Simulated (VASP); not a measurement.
# Er4Cl (P6/mmm) in VASP: relaxation of cell and atoms with PBE

Aim: the relaxation of cell and atoms of Er4Cl with PBE.

All numbers are computed with VASP 6.6.1; they aren't measurements. Logs are shortened: lines on timing, memory, paths and dates and some standing lists are left out, and cuts for length are marked.

**1. The cell of the first run**

It takes space group P6/mmm (No. 191, hexagonal). Conventional cell: a = 5.070 Å, b = 5.070 Å, c = 8.743 Å, α = 90.00°, β = 90.00°, γ = 120.00°. Er (site symmetry -6m2) has 9 Er at 2.93 to 3.82 Å and 3 Cl at 2.93 Å within 3.9 Å. Within 3.2 Å of Er (site symmetry 6mm) lie 1 Cl at 2.46 Å. Cl (site symmetry 6/mmm) has 8 Er at 2.46 to 2.93 Å within 3.2 Å.

The cell was generated, and may not be a known phase.

**2. Relaxation of cell and atoms, PBE**

The input, INCAR:

```
SYSTEM = Er4Cl
ALGO = Normal
EDIFF = 1E-7
EDIFFG = -0.01
ENCUT = 500
GGA = PE
GGA_COMPAT = .FALSE.
IBRION = 2
ISIF = 3
ISMEAR = 0
LASPH = .TRUE.
LCHARG = .FALSE.
LMAXMIX = 6
LREAL = .FALSE.
LWAVE = .FALSE.
NELM = 200
NELMIN = 4
NSW = 100
PREC = Accurate
SIGMA = 0.1
```

The input, KPOINTS:

```
k-points
0
G
  12 12 4
  0 0 0
```

The input, POSCAR:

```
Er4Cl
1.0
    5.0696270000      0.0000000000      0.0000000000
   -2.5348135000      4.3904257697      0.0000000000
    0.0000000000      0.0000000000      8.7433991974
Er Cl
4 1
Direct
    0.3333333333      0.6666666667      0.0000000000
    0.6666666667      0.3333333333      0.0000000000
    0.0000000000      0.0000000000      0.7186521572
    0.0000000000      0.0000000000      0.2813478428
    0.0000000000      0.0000000000      0.0000000000
```

Potentials or basis: VASP PAW PBE potentials, release 64 (Er_3, Cl), 4f in core.

Launch:

```bash
> cat potpaw_PBE.64/Er_3/POTCAR potpaw_PBE.64/Cl/POTCAR > POTCAR
> mpirun -np 1 vasp_std > vasp.out
```

OUTCAR:

```text
SYSTEM = Er4Cl
   EDIFF = 1E-7
   EDIFFG = -0.01
   ENCUT = 500
   GGA = PE
   IBRION = 2
   ISIF = 3
   ISMEAR = 0
   LASPH = .TRUE.
   LREAL = .FALSE.
   NELM = 200
   NELMIN = 4
   NSW = 100
   PREC = Accurate

 ion  position               nearest neighbor table
   1  0.333  0.667  0.000-   2 2.93   5 2.93   2 2.93   5 2.93   5 2.93   2 2.93
   2  0.667  0.333  0.000-   1 2.93   5 2.93   1 2.93   5 2.93   5 2.93   1 2.93
   3  0.000  0.000  0.719-   5 2.46
   4  0.000  0.000  0.281-   5 2.46
   5  0.000  0.000  0.000-   3 2.46   4 2.46   1 2.93   2 2.93   1 2.93   2 2.93   2 2.93   1 2.93

  LATTYP: Found a hexagonal cell.
 ALAT       =     5.0696270000
 C/A-ratio  =     1.7246632144

  Lattice vectors:

 A1 = (   5.0696270000,   0.0000000000,   0.0000000000)
 A2 = (  -2.5348135000,   4.3904257697,   0.0000000000)
 A3 = (   0.0000000000,   0.0000000000,   8.7433991974)

Analysis of symmetry for initial positions (statically):
=====================================================================
 Subroutine PRICEL returns:
 Original cell was already a primitive cell.

 Routine SETGRP: Setting up the symmetry group for a
 hexagonal supercell.

 Subroutine GETGRP returns: Found 24 space group operations
 (whereof 24 operations were pure point group operations)
 out of a pool of 24 trial point group operations.

The static configuration has the point symmetry D_6h.

Analysis of symmetry for dynamics (positions and initial velocities):
=====================================================================
 Subroutine PRICEL returns:
 Original cell was already a primitive cell.

 Routine SETGRP: Setting up the symmetry group for a
 hexagonal supercell.

 Subroutine GETGRP returns: Found 24 space group operations
 (whereof 24 operations were pure point group operations)
 out of a pool of 24 trial point group operations.

The dynamic configuration has the point symmetry D_6h.

 Subroutine INISYM returns: Found 24 space group operations
 (whereof 24 operations are pure point group operations),
 and found     1 'primitive' translations

----------------------------------------------------------------------------------------

                                     Primitive cell

  volume of cell :     194.6090

  direct lattice vectors                    reciprocal lattice vectors
     5.069627000  0.000000000  0.000000000     0.197253171  0.113884171  0.000000000
    -2.534813500  4.390425770  0.000000000     0.000000000  0.227768342  0.000000000
     0.000000000  0.000000000  8.743399197     0.000000000  0.000000000  0.114371994

  length of vectors
     5.069627000  5.069627000  8.743399197     0.227768342  0.227768342  0.114371994

  position of ions in fractional coordinates (direct lattice)
     0.333333333  0.666666667  0.000000000
     0.666666667  0.333333333  0.000000000
     0.000000000  0.000000000  0.718652157
     0.000000000  0.000000000  0.281347843
     0.000000000  0.000000000  0.000000000

  ion indices of the primitive-cell ions
   primitive index   ion index
                 1           1
                 2           2
                 3           3
                 4           4
                 5           5

----------------------------------------------------------------------------------------

 KPOINTS: k-points

Automatic generation of k-mesh.
 Grid dimensions read from file:
 generate k-points for:   12   12    4

 Generating k-lattice:

  Cartesian coordinates                     Fractional coordinates (reciprocal lattice)
     0.016437764  0.009490348  0.000000000     0.083333333  0.000000000  0.000000000
     0.000000000  0.018980695  0.000000000     0.000000000  0.083333333  0.000000000
     0.000000000  0.000000000  0.028592998     0.000000000  0.000000000  0.250000000

  Length of vectors
     0.018980695  0.018980695  0.028592998

  Shift w.r.t. Gamma in fractional coordinates (k-lattice)
     0.000000000  0.000000000  0.000000000

 Subroutine IBZKPT returns following result:
 ===========================================

 Found     57 irreducible k-points:

 Following reciprocal coordinates:
            Coordinates               Weight
  0.000000  0.000000  0.000000      1.000000
  0.083333 -0.000000  0.000000      6.000000
  0.166667 -0.000000  0.000000      6.000000
  0.250000  0.000000  0.000000      6.000000
  0.333333  0.000000  0.000000      6.000000
  0.416667  0.000000  0.000000      6.000000
[... 16 lines left out ...]
  0.250000  0.000000  0.250000     12.000000
  0.333333  0.000000  0.250000     12.000000
 [... further k-points ...]
   k-points           NKPTS =     57   k-points in BZ     NKDIM =     57   number of bands    NBANDS=     25
   number of dos      NEDOS =    301   number of ions     NIONS =      5
   total plane-waves  NPLWV = 102400
   dimension x,y,z NGX =    40 NGY =   40 NGZ =   64
   dimension x,y,z NGXF=    80 NGYF=   80 NGZF=  128
   ions per type =               4   1
   NGX,Y,Z   is equivalent  to a cutoff of  13.12, 13.12, 12.17 a.u.
   NGXF,Y,Z  is equivalent  to a cutoff of  26.23, 26.23, 24.34 a.u.
 SYSTEM =  Er4Cl
   PREC   = accura    normal or accurate (medium, high low for compatibility)
   ISTART =      0    job   : 0-new  1-cont  2-samecut
   ICHARG =      2    charge: 1-file 2-atom 10-const
   ISPIN  =      1    spin polarized calculation?
   LNONCOLLINEAR =      F non collinear calculations
   LSORBIT =      F    spin-orbit coupling
   LASPH  =      T    aspherical Exc in radial PAW
   ENCUT  =  500.0 eV  36.75 Ry    6.06 a.u.   9.24  9.24 15.94*2*pi/ulx,y,z
   NELM   =    200;   NELMIN=  4; NELMDL= -5     # of ELM steps
   EDIFF  = 0.1E-06   stopping-criterion for ELM
   LREAL  =      F    real-space projection
   EDIFFG = -.1E-01   stopping-criterion for IOM
   NSW    =    100    number of steps for IOM
   IBRION =      2    ionic relax: 0-MD 1-quasi-New 2-CG
   NFREE  =      1    steps in history (QN), initial steepest desc. (CG)
   ISIF   =      3    stress and relaxation
   ISYM   =      2    0-nonsym 1-usesym 2-fastsym
   POTIM  = 0.5000    time-step for ionic-motion
   TEBEG  =    0.0;   TEEND  =   0.0 temperature during run
   PSTRESS=    0.0 pullay stress
   NELECT =      43.0000    total number of electrons
   NUPDOWN=      -1.0000    fix difference up-down
   EMIN   =  10.00;   EMAX   =-10.00  energy-range for DOS
   EFERMI =   0.00;   METHOD = LEGACY
   ISMEAR =     0;   SIGMA  =   0.10  broadening in eV -4-tet -1-fermi 0-gaus
   EFERMI_NEDOS =   21; number of points for ismear=-14 and -15
   IALGO  =     38    algorithm
   IMIX   =      4    mixing-type and parameters
     AMIX     =   0.40;   BMIX     =  1.00
     AMIX_MAG =   1.60;   BMIX_MAG =  1.00
  volume/ion in A,a.u.               =      38.92       262.66
  Fermi-wavevector in a.u.,A,eV,Ry     =   0.989715  1.870289 13.327384  0.979535
  Thomas-Fermi vector in A             =   2.121333
   LORBIT       =      0    0 simple, 1 ext, 2 COOP (PROOUT), +10 PAW based schemes
   GGA     = PE    functional components
   LHFCALC =     F    Hartree Fock is set to
   AEXX    =    0.0000 exact exchange contribution
   IVDW    =     0    specifies the selected vdW correction
   LEPSILON=     F    determine dielectric tensor
   LRPA    =     F    only Hartree local field effects (RPA)
 conjugate gradient relaxation of ions
 non-spin polarized calculation
 Gauss-broadening in eV      SIGMA  =   0.10
  energy-cutoff  :      500.00
  volume of cell :      194.61
 maximum number of plane-waves:      4960
 NGX is ok and might be reduce to    40
   NGX = 19   NGY = 19   NGZ = 31

--------------------------------------- Ionic step        1  -------------------------------------------

 number of electron      43.0000003 magnetization

 Free energy of the ion-electron system (eV)
  ---------------------------------------------------
  ext. energy  EPLUGINS =         0.00000000
  ---------------------------------------------------
  free energy    TOTEN  =       -16.87591292 eV

  energy without entropy =      -16.85006140  energy(sigma->0) =      -16.86298716

------------------------ aborting loop because EDIFF is reached ----------------------------------------

  FORCE on cell =-STRESS in cart. coord.  units (eV):
  Direction    XX          YY          ZZ          XY          YZ          ZX
  --------------------------------------------------------------------------------------
  -------------------------------------------------------------------------------------
  Total        0.4387560      0.4387560      1.3259967      0.0000000     -0.0000000      0.0000000
  in kB        3.6121908      3.6121908     10.9166674      0.0000000     -0.0000000      0.0000000
  external PRESSURE =       6.0470164 kB  Pullay stress =       0.0000000 kB

 VOLUME and BASIS-vectors are now :
 -----------------------------------------------------------------------------
  energy-cutoff  :      500.00
  volume of cell :      194.61
      direct lattice vectors                 reciprocal lattice vectors
     5.069627000  0.000000000  0.000000000     0.197253171  0.113884171  0.000000000
    -2.534813500  4.390425770  0.000000000     0.000000000  0.227768342  0.000000000
     0.000000000  0.000000000  8.743399197     0.000000000  0.000000000  0.114371994
[... 118 lines left out ...]
 POSITION                                       TOTAL-FORCE (eV/Angst)
 -----------------------------------------------------------------------------------
     -0.00000      2.94131      8.81639        -0.000000      0.000000      0.000000
      2.54725      1.47065      8.81639         0.000000     -0.000000      0.000000
      2.54725      4.41196      6.33100        -0.000000      0.000000      0.019658
      0.00000      0.00000      2.48539        -0.000000     -0.000000     -0.019658
      2.54725      4.41196      8.81639        -0.000000     -0.000000      0.000000
 -----------------------------------------------------------------------------------
    total drift:                                0.000000     -0.000000     -0.000000

  FREE ENERGIE OF THE ION-ELECTRON SYSTEM (eV)
  ---------------------------------------------------
  free  energy   TOTEN  =       -16.8845603258 eV

  energy  without entropy=      -16.8579183855  energy(sigma->0) =      -16.87123936

--------------------------------------- Ionic step        5  -------------------------------------------

 number of electron      42.9999999 magnetization

 Free energy of the ion-electron system (eV)
  ---------------------------------------------------
  ext. energy  EPLUGINS =         0.00000000
  ---------------------------------------------------
  free energy    TOTEN  =       -16.88472167 eV

  energy without entropy =      -16.85799429  energy(sigma->0) =      -16.87135798

 E-fermi :   1.6830     XC(G=0):  -8.1462

 val. band max:        1.6794310379   @ k =   0.4167   0.0000   0.2500
 cond. band min:       1.6853140196   @ k =   0.0833  -0.0000   0.5000
 fundamental gap:      0.0058829817
 Fermi energy:         1.6829502682

 k-point     1 :       0.0000    0.0000    0.0000
  band No.  band energies     occupation
      1     -24.3231      2.00000
      2     -24.2053      2.00000
      3     -24.1584      2.00000
      4     -24.1584      2.00000
      5     -24.1510      2.00000
      6     -24.1510      2.00000
[... 17 lines left out ...]
     24       2.5014      0.00000
     25       2.6708      0.00000
[... 621 lines left out ...]
      3     -24.1622      2.00000
      4     -24.1621      2.00000
      5     -24.1569      2.00000
      6     -24.1538      2.00000
[... 17 lines left out ...]
     24       2.6937      0.00000
     25       2.7310      0.00000

 [... further k-points ...]

------------------------ aborting loop because EDIFF is reached ----------------------------------------

  FORCE on cell =-STRESS in cart. coord.  units (eV):
  Direction    XX          YY          ZZ          XY          YZ          ZX
  --------------------------------------------------------------------------------------
  -------------------------------------------------------------------------------------
  Total        0.0035887      0.0035887      0.0129844      0.0000000     -0.0000000      0.0000000
  in kB        0.0289362      0.0289362      0.1046963      0.0000000     -0.0000000      0.0000000
  external PRESSURE =       0.0541896 kB  Pullay stress =       0.0000000 kB

 VOLUME and BASIS-vectors are now :
 -----------------------------------------------------------------------------
  energy-cutoff  :      500.00
  volume of cell :      198.70
      direct lattice vectors                 reciprocal lattice vectors
     5.101954982  0.000000000  0.000000000     0.196003297  0.113162557 -0.000000000
    -2.550977491  4.418422623 -0.000000000     0.000000000  0.226325113 -0.000000000
     0.000000000  0.000000000  8.814479527     0.000000000  0.000000000  0.113449693

 POSITION                                       TOTAL-FORCE (eV/Angst)
 -----------------------------------------------------------------------------------
     -0.00000      2.94562     -0.00000         0.000000     -0.000000     -0.000000
      2.55098      1.47281     -0.00000        -0.000000      0.000000      0.000000
      0.00000      0.00000      6.33048         0.000000      0.000000      0.009279
      0.00000      0.00000      2.48400        -0.000000     -0.000000     -0.009279
      0.00000      0.00000      0.00000         0.000000     -0.000000      0.000000
 -----------------------------------------------------------------------------------
    total drift:                                0.000000     -0.000000      0.000000

  FREE ENERGIE OF THE ION-ELECTRON SYSTEM (eV)
  ---------------------------------------------------
  free  energy   TOTEN  =       -16.8847216683 eV

  energy  without entropy=      -16.8579942898  energy(sigma->0) =      -16.87135798

 reached required accuracy - stopping structural energy minimisation
```

It took 44 min on 1 thread of Intel Xeon Platinum 8259CL at 2.50GHz (Skylake/Cascade Lake), shared host; peak memory 0.47 GiB.

What came out:

```yaml
Free_energy: -16.8847 eV
Relaxed_volume: 39.74 Å³/atom
Relaxed_cell: a = 5.102 Å, b = 5.102 Å, c = 8.814 Å, α = 90.00°, β = 90.00°, γ = 120.00°
Space_group_after_relaxing_to_0.1_Å: P6/mmm (No. 191)
Energy_gained_by_relaxing: 1.8 meV/atom
Ionic_steps: 5
Pressure_after_relaxing: 0.0 GPa
Largest_force_after_relaxing: 0.009 eV/Å
Band_gap_on_the_k_mesh: zero (an odd number of electrons rules out a gap without spin polarisation)
```

Forces on the atoms (eV/Å):
```
Er   0.000  0.000  0.000
Er   0.000  0.000  0.000
Er   0.000  0.000  0.009
Er   0.000  0.000 -0.009
Cl   0.000  0.000  0.000
```

The path:
```tsv
step	energy change (eV)	largest force (eV/Å)	pressure (GPa)	volume (Å³)
1	0.0000	0.1845	0.60	194.61
2	-0.0062	0.1278	-0.14	198.77
3	-0.0080	0.0339	0.09	197.42
4	-0.0086	0.0197	0.04	198.16
5	-0.0088	0.0093	0.01	198.70
```

Final structure:
```
Er Cl
1.0
     5.10195    0.00000    0.00000
    -2.55098    4.41842    0.00000
     0.00000    0.00000    8.81448
Er Cl
4 1
Direct
  0.33333 0.66667 0.00000
  0.66667 0.33333 0.00000
  0.00000 0.00000 0.71819
  0.00000 0.00000 0.28181
  0.00000 0.00000 0.00000
```

Caveat: spin-orbit coupling is left out, which moves the levels of the heavy elements; the 4f electrons are frozen in the core, so they carry no moment and show no levels; the run has no spin polarisation, though such a crystal can be magnetic.
